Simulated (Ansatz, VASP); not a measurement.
# PbO2 in VASP and in Ansatz

POSCAR

```
PbO2
1.0
    0.0000000000      2.6581699692      2.6581699692
    2.6581699692      0.0000000000      2.6581699692
    2.6581699692      2.6581699692      0.0000000000
Pb O
1 2
Direct
    0.0000000000      0.0000000000      0.0000000000
    0.2500000000      0.2500000000      0.2500000000
    0.7500000000      0.7500000000      0.7500000000
```

File INCAR.step1:

```
SYSTEM = PbO2
PREC = Accurate
ENCUT = 520
EDIFF = 1E-5
ISMEAR = -1
SIGMA = 0.02
LREAL = .FALSE.
LASPH = .TRUE.
NELM = 100
ALGO = Normal
ISIF = 2
LWAVE = .TRUE.
LCHARG = .FALSE.
GGA = PE
NBANDS = 20
```

Contents of INCAR.step2:

```
SYSTEM = PbO2
PREC = Accurate
ENCUT = 520
EDIFF = 1E-6
ISMEAR = -1
SIGMA = 0.02
LREAL = .FALSE.
LASPH = .TRUE.
NELM = 100
ALGO = Normal
ISIF = 2
LWAVE = .FALSE.
LCHARG = .FALSE.
GGA = PE
LHFCALC = .TRUE.
HFSCREEN = 0.2079
PRECFOCK = Normal
ISTART = 1
NBANDS = 20
```

The input KPOINTS:

```
regular mesh
0
G
  4 4 4
  0 0 0
```

Input for Ansatz:

```yaml
crystal:
  lattice:
    - [0.0, 2.6581699692, 2.6581699692]
    - [2.6581699692, 0.0, 2.6581699692]
    - [2.6581699692, 2.6581699692, 0.0]
  atoms:
    - { symbol: Pb, position: [0.0, 0.0, 0.0] }
    - { symbol: O, position: [0.25, 0.25, 0.25] }
    - { symbol: O, position: [0.75, 0.75, 0.75] }
kpoints:
  mp_grid: { grid: [4, 4, 4] }
hamiltonian:
  xc: hse06
scf:
  occupations: { method: fermi_dirac, width: 0.02 }
  n_extra_bands: 4
output:
  forces: true
  stress: true
  eigenvalues: true
```

Alike in both runs: task single point; functional HSE06; k mesh 4 × 4 × 4; occupations fermi-dirac, width 0.02 eV; no spin polarisation.

|  | VASP | Ansatz |
| --- | --- | --- |
| version | VASP 6.6.1 | Ansatz 0.2.0 |
| potentials or method | VASP PAW PBE potentials, release 64 (Pb_d, O) | plane waves, PAW |
| plane-wave cutoff (eV) | 520 | 420 |
| valence electrons in the cell | 26 | 26 |

|  | VASP | Ansatz | Ansatz less VASP |
| --- | --- | --- | --- |
| pressure (GPa) | -3.7 | -4.1 | -0.41 |

With one functional, cell and mesh, what is left measures potentials, basis and numerics. Ansatz's warnings: filled band counts differ across k points, stress exchange threshold loose, stress scf threshold loose.

The k mesh is coarse, so the values compare programs but aren't converged. Neither program's run includes spin-orbit coupling.
